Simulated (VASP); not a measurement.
Runs of VASP 6.6.1 on BP. The structure is that of space group F-43m (No. 216), or close to it. The cells are those of the table. 

```csv
cell,k mesh,cutoff (eV),smearing,gap on the mesh (eV),pressure (GPa)
"a = 3.196 Å, angles 60.0°, 2 atoms",10 × 10 × 10,500,gaussian 0.05 eV,1.12,0.1
"a = 3.196 Å, angles 60.0°, 2 atoms",10 × 10 × 10,500,gaussian 0.02 eV,1.12,0.1
"a = 3.196 Å, angles 60.0°, 2 atoms",12 × 12 × 12,520,gaussian 0.05 eV,(a),0.1
"a = 3.209 Å, angles 60.0°, 2 atoms",6 × 6 × 6,500,gaussian 0.1 eV,1.22,-1.7
```

Alike in all rows: task single point; level PBEsol; potentials or basis VASP PAW PBE potentials, release 64 (B, P); no spin polarisation.

Task: Estimate the missing entries.

Result: (a) 1.11.

Caveats: the PAW data sets were made with another functional, which shifts forces and pressure a little.

A k mesh can miss the band edges.
